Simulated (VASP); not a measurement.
# As (R-3m) in VASP: further runs

As is run at these levels: PBE+D3(BJ); tasks: single point.

All numbers are computed with VASP 6.6.1; they aren't measurements. Logs are shortened: lines on timing, memory, paths and dates and some standing lists are left out, and cuts for length are marked.

### Step 1. The cell of the first run

Symmetry: R-3m, No. 166, trigonal system. Conventional cell: a = 3.784 Å, b = 3.784 Å, c = 10.099 Å, α = 90.00°, β = 90.00°, γ = 120.00°. As (site symmetry 3m) has 6 As at 2.53 to 3.02 Å within 3.3 Å.

### Step 2. Single point, PBE+D3(BJ)

File INCAR:

```
SYSTEM = As
PREC = Accurate
ENCUT = 500
EDIFF = 1E-6
ISMEAR = 0
SIGMA = 0.1
LREAL = .False.
LASPH = .True.
NELM = 120
ALGO = Normal
ISIF = 2
LWAVE = .False.
LCHARG = .True.
GGA = PE
IVDW = 12
LELF = .True.
LVHAR = .True.
NBANDS = 12
GGA_COMPAT = .False.
```

File KPOINTS:

```
regular mesh
0
Gamma
  18 18 18
  0 0 0
```

File POSCAR:

```
As
1.0
    1.8920118308      1.0923535398      3.3664615696
   -1.8920118308      1.0923535398      3.3664615696
    0.0000000000     -2.1847070796      3.3664615696
As
2
Direct
    0.7696809754      0.7696809754      0.7696809754
    0.2303190246      0.2303190246      0.2303190246
```

Potentials or basis: VASP PAW PBE potentials, release 64 (As).

The run is started by

```
> cat potpaw_PBE.64/As/POTCAR > POTCAR
> mpirun -np 1 vasp_std > vasp.out
```

OUTCAR:

```text
SYSTEM = As
   PREC = Accurate
   ENCUT = 500
   EDIFF = 1E-6
   ISMEAR = 0
   LREAL = .False.
   LASPH = .True.
   NELM = 120
   ISIF = 2
   GGA = PE
   IVDW = 12
 IVDW          = 12

 ion  position               nearest neighbor table
   1  0.770  0.770  0.770-   2 2.53   2 2.53   2 2.53
   2  0.230  0.230  0.230-   1 2.53   1 2.53   1 2.53

  LATTYP: Found a trigonal (rhomboedric) cell.
 ALAT       =     4.0132291890
 COS(alpha) =     0.5554815754

  Lattice vectors:

 A1 = (   1.8920118308,   1.0923535398,   3.3664615696)
 A2 = (  -1.8920118308,   1.0923535398,   3.3664615696)
 A3 = (   0.0000000000,  -2.1847070796,   3.3664615696)

Analysis of symmetry for initial positions (statically):
=====================================================================
 Subroutine PRICEL returns:
 Original cell was already a primitive cell.

 Routine SETGRP: Setting up the symmetry group for a
 trigonal (rhombohedral) supercell.

 Subroutine GETGRP returns: Found 12 space group operations
 (whereof 12 operations were pure point group operations)
 out of a pool of 12 trial point group operations.

The static configuration has the point symmetry D_3d.

Analysis of symmetry for dynamics (positions and initial velocities):
=====================================================================
 Subroutine PRICEL returns:
 Original cell was already a primitive cell.

 Routine SETGRP: Setting up the symmetry group for a
 trigonal (rhombohedral) supercell.

 Subroutine GETGRP returns: Found 12 space group operations
 (whereof 12 operations were pure point group operations)
 out of a pool of 12 trial point group operations.

The dynamic configuration has the point symmetry D_3d.

 Subroutine INISYM returns: Found 12 space group operations
 (whereof 12 operations are pure point group operations),
 and found     1 'primitive' translations

----------------------------------------------------------------------------------------

                                     Primitive cell

  volume of cell :      41.7457

  direct lattice vectors                    reciprocal lattice vectors
     1.892011831  1.092353540  3.366461570     0.264268961  0.152575756  0.099015933
    -1.892011831  1.092353540  3.366461570    -0.264268961  0.152575756  0.099015933
     0.000000000 -2.184707080  3.366461570     0.000000000 -0.305151511  0.099015933

  length of vectors
     4.013229189  4.013229189  4.013229189     0.320813964  0.320813964  0.320813964

  position of ions in fractional coordinates (direct lattice)
     0.769680975  0.769680975  0.769680975
     0.230319025  0.230319025  0.230319025

  ion indices of the primitive-cell ions
   primitive index   ion index
                 1           1
                 2           2

----------------------------------------------------------------------------------------

 KPOINTS: regular mesh

Automatic generation of k-mesh.
 Grid dimensions read from file:
 generate k-points for:   18   18   18

 Generating k-lattice:

  Cartesian coordinates                     Fractional coordinates (reciprocal lattice)
     0.014681609  0.008476431  0.005500885     0.055555556  0.000000000  0.000000000
    -0.014681609  0.008476431  0.005500885     0.000000000  0.055555556  0.000000000
     0.000000000 -0.016952862  0.005500885     0.000000000  0.000000000  0.055555556

  Length of vectors
     0.017822998  0.017822998  0.017822998

  Shift w.r.t. Gamma in fractional coordinates (k-lattice)
     0.000000000  0.000000000  0.000000000

 Subroutine IBZKPT returns following result:
 ===========================================

 Found    580 irreducible k-points:

 Following reciprocal coordinates:
            Coordinates               Weight
  0.000000  0.000000  0.000000      1.000000
  0.055556  0.000000 -0.000000      6.000000
  0.111111  0.000000 -0.000000      6.000000
  0.166667  0.000000 -0.000000      6.000000
  0.222222  0.000000 -0.000000      6.000000
  0.277778  0.000000  0.000000      6.000000
[... 16 lines left out ...]
 -0.277778  0.055556  0.000000     12.000000
 -0.222222  0.055556  0.000000     12.000000
 [... further k-points ...]
   k-points           NKPTS =    580   k-points in BZ     NKDIM =    580   number of bands    NBANDS=     12
   number of dos      NEDOS =    301   number of ions     NIONS =      2
   total plane-waves  NPLWV =  27000
   dimension x,y,z NGX =    30 NGY =   30 NGZ =   30
   dimension x,y,z NGXF=    60 NGYF=   60 NGZF=   60
   ions per type =               2
   NGX,Y,Z   is equivalent  to a cutoff of  12.43, 12.43, 12.43 a.u.
   NGXF,Y,Z  is equivalent  to a cutoff of  24.85, 24.85, 24.85 a.u.
 SYSTEM =  As
   PREC   = accura    normal or accurate (medium, high low for compatibility)
   ISTART =      0    job   : 0-new  1-cont  2-samecut
   ICHARG =      2    charge: 1-file 2-atom 10-const
   ISPIN  =      1    spin polarized calculation?
   LNONCOLLINEAR =      F non collinear calculations
   LSORBIT =      F    spin-orbit coupling
   LASPH  =      T    aspherical Exc in radial PAW
   ENCUT  =  500.0 eV  36.75 Ry    6.06 a.u.   7.32  7.32  7.32*2*pi/ulx,y,z
   NELM   =    120;   NELMIN=  2; NELMDL= -5     # of ELM steps
   EDIFF  = 0.1E-05   stopping-criterion for ELM
   LREAL  =      F    real-space projection
   EDIFFG = 0.1E-04   stopping-criterion for IOM
   NSW    =      0    number of steps for IOM
   IBRION =     -1    ionic relax: 0-MD 1-quasi-New 2-CG
   NFREE  =      0    steps in history (QN), initial steepest desc. (CG)
   ISIF   =      2    stress and relaxation
   ISYM   =      2    0-nonsym 1-usesym 2-fastsym
   POTIM  = 0.5000    time-step for ionic-motion
   TEBEG  =    0.0;   TEEND  =   0.0 temperature during run
   PSTRESS=    0.0 pullay stress
   NELECT =      10.0000    total number of electrons
   NUPDOWN=      -1.0000    fix difference up-down
   EMIN   =  10.00;   EMAX   =-10.00  energy-range for DOS
   EFERMI =   0.00;   METHOD = LEGACY
   ISMEAR =     0;   SIGMA  =   0.10  broadening in eV -4-tet -1-fermi 0-gaus
   EFERMI_NEDOS =   21; number of points for ismear=-14 and -15
   IALGO  =     38    algorithm
   IMIX   =      4    mixing-type and parameters
     AMIX     =   0.40;   BMIX     =  1.00
     AMIX_MAG =   1.60;   BMIX_MAG =  1.00
  volume/ion in A,a.u.               =      20.87       140.86
  Fermi-wavevector in a.u.,A,eV,Ry     =   1.016727  1.921335 14.064790  1.033733
  Thomas-Fermi vector in A             =   2.150087
   LORBIT       =      0    0 simple, 1 ext, 2 COOP (PROOUT), +10 PAW based schemes
   GGA     = PE    functional components
   LHFCALC =     F    Hartree Fock is set to
   AEXX    =    0.0000 exact exchange contribution
   IVDW    =    12    specifies the selected vdW correction
   LEPSILON=     F    determine dielectric tensor
   LRPA    =     F    only Hartree local field effects (RPA)
 non-spin polarized calculation
 Gauss-broadening in eV      SIGMA  =   0.10
  energy-cutoff  :      500.00
  volume of cell :       41.75
 maximum number of plane-waves:      1078
 NGX is ok and might be reduce to    30
   NGX = 15   NGY = 15   NGZ = 15

 number of electron      10.0000000 magnetization

 Free energy of the ion-electron system (eV)
  ---------------------------------------------------
  ext. energy  EPLUGINS =         0.00000000
  ---------------------------------------------------
  free energy    TOTEN  =        -9.30665184 eV

  energy without entropy =       -9.30596926  energy(sigma->0) =       -9.30631055

 E-fermi :   5.7920     XC(G=0): -10.1325

 val. band max:        5.7870830576   @ k =   0.4444   0.0000  -0.0000
 cond. band min:       5.8014949732   @ k =   0.3889   0.2778   0.2778
 fundamental gap:      0.0144119155
 Fermi energy:         5.7919606461

 k-point     1 :       0.0000    0.0000    0.0000
  band No.  band energies     occupation
      1      -9.3801      2.00000
      2       0.1917      2.00000
      3       3.3755      2.00000
      4       3.6733      2.00000
      5       3.6733      2.00000
      6       7.8682      0.00000
      7       8.8876      0.00000
      8       8.8876      0.00000
      9      12.2486      0.00000
     10      12.2486      0.00000
     11      12.6589      0.00000
     12      14.2831      0.00000

 k-point     2 :       0.0556    0.0000   -0.0000
  band No.  band energies     occupation
      1      -9.3383      2.00000
      2       0.0067      2.00000
      3       3.3972      2.00000
      4       3.6522      2.00000
      5       3.7069      2.00000
      6       7.9107      0.00000
      7       8.7861      0.00000
      8       8.8194      0.00000
      9      12.0001      0.00000
     10      12.1960      0.00000
     11      12.4216      0.00000
     12      14.5957      0.00000

 k-point     3 :       0.1111    0.0000   -0.0000
  band No.  band energies     occupation
      1      -9.2131      2.00000
      2      -0.4865      2.00000
      3       3.3869      2.00000
      4       3.5939      2.00000
      5       3.8501      2.00000
      6       7.9453      0.00000
      7       8.5312      0.00000
      8       8.6090      0.00000
      9      11.5552      0.00000
     10      12.1823      0.00000
     11      12.2113      0.00000
     12      15.3602      0.00000
[... 286 lines left out ...]
 k-point    23 :      -0.2778    0.0556    0.0000
  band No.  band energies     occupation
      1      -8.1597      2.00000
      2      -3.1113      2.00000
      3       2.8180      2.00000
      4       3.6238      2.00000
      5       4.5188      2.00000
      6       6.5758      0.00000
      7       6.8101      0.00000
      8       8.0954      0.00000
      9      12.0572      0.00000
     10      13.0383      0.00000
     11      14.6269      0.00000
     12      18.0248      0.00000

 k-point    24 :      -0.2222    0.0556    0.0000
  band No.  band energies     occupation
      1      -8.5544      2.00000
      2      -2.2891      2.00000
      3       2.9087      2.00000
      4       3.6522      2.00000
      5       4.3353      2.00000
      6       7.0079      0.00000
      7       7.2558      0.00000
      8       8.3965      0.00000
      9      11.5653      0.00000
     10      12.4836      0.00000
     11      13.7356      0.00000
     12      16.9717      0.00000

 [... further k-points ...]

------------------------ aborting loop because EDIFF is reached ----------------------------------------

 Edisp (eV)   -0.86706

 E8    (eV) :    -0.3673

  FORCE on cell =-STRESS in cart. coord.  units (eV):
  Direction    XX          YY          ZZ          XY          YZ          ZX
  --------------------------------------------------------------------------------------
  -------------------------------------------------------------------------------------
  Total       0.09022     0.09022     0.08483     0.00000    -0.00000     0.00000
  in kB       3.46260     3.46260     3.25566     0.00000    -0.00000     0.00000
  external pressure =        3.39 kB  Pullay stress =        0.00 kB

 VOLUME and BASIS-vectors are now :
 -----------------------------------------------------------------------------
  energy-cutoff  :      500.00
  volume of cell :       41.75
      direct lattice vectors                 reciprocal lattice vectors
     1.892011831  1.092353540  3.366461570     0.264268961  0.152575756  0.099015933
    -1.892011831  1.092353540  3.366461570    -0.264268961  0.152575756  0.099015933
     0.000000000 -2.184707080  3.366461570     0.000000000 -0.305151511  0.099015933

 POSITION                                       TOTAL-FORCE (eV/Angst)
 -----------------------------------------------------------------------------------
      0.00000      0.00000      7.77330         0.000000     -0.000000     -0.055624
      0.00000      0.00000      2.32608         0.000000      0.000000      0.055624
 -----------------------------------------------------------------------------------
    total drift:                               -0.000000     -0.000000      0.000000

  FREE ENERGIE OF THE ION-ELECTRON SYSTEM (eV)
  ---------------------------------------------------
  free  energy   TOTEN  =       -10.1737104982 eV

  energy  without entropy=      -10.1730279260  energy(sigma->0) =      -10.17336921
```

Run time: 2.9 min. Hardware: 1 thread of Intel Xeon Platinum 8488C (Sapphire Rapids), shared host; peak memory 0.36 GiB.

What came out:

| Quantity | Value |
| --- | --- |
| Free energy | -10.1737 eV |
| Pressure | 0.3 GPa |
| Largest force | 0.056 eV/Å |
| Band gap on the k mesh | zero (bands 5 and 6 overlap by 0.36 eV) |
| Dispersion energy per atom | -0.434 eV |

Forces in eV/Å, atoms in the order of the input:
```
As   0.000  0.000 -0.056
As   0.000  0.000  0.056
```

Caveat: three body term missing.

### Step 3. Single point, PBE+D3(BJ) (18.38 Å³/atom)

This run uses another cell than the first one, of 18.38 Å³/atom.

File INCAR:

```
SYSTEM = As
PREC = Accurate
ENCUT = 520
EDIFF = 1E-6
ISMEAR = 0
SIGMA = 0.1
LREAL = .False.
LASPH = .True.
NELM = 100
ALGO = Normal
ISIF = 2
LWAVE = .False.
LCHARG = .False.
GGA = PE
IVDW = 12
NBANDS = 12
```

File KPOINTS:

```
Automatic mesh
0
Gamma
  15 15 15
  0 0 0
```

File POSCAR:

```
As
1.0
    1.8451064700      1.0652727171      3.1176920719
   -1.8451064700      1.0652727171      3.1176920719
    0.0000000000     -2.1305454343      3.1176920719
As
2
Direct
    0.7638383928      0.7638383928      0.7638383928
    0.2361616072      0.2361616072      0.2361616072
```

Potentials or basis: VASP PAW PBE potentials, release 64 (As).

The run is started by

```
> cat potpaw_PBE.64/As/POTCAR > POTCAR
> mpirun -np 1 vasp_std > vasp.out
```

Wall time 84 s (1 thread of Intel Xeon 6975P-C (Granite Rapids), shared host); peak memory 0.26 GiB.

Results (log left out):

* Free energy: -10.0433 eV
* Pressure: 9.9 GPa
* Largest force: 0.059 eV/Å
* Band gap on the k mesh: zero (bands 5 and 6 overlap by 0.58 eV)
* Dispersion energy per atom: -0.493 eV

Forces on the atoms (eV/Å):
```
As   0.000  0.000 -0.059
As   0.000  0.000  0.059
```

Levels at points of the mesh, in eV from the Fermi level:
| k point | band 1 | band 2 | band 3 | band 4 | band 5 | band 6 | band 7 | band 8 | band 9 | band 10 |
| --- | --- | --- | --- | --- | --- | --- | --- | --- | --- | --- |
| (0.00, 0.00, 0.00) | -16.12 | -4.63 | -2.41 | -2.31 | -2.31 | 2.99 | 3.74 | 3.74 | 5.99 | 5.99 |

Caveat: the cell stands under pressure.
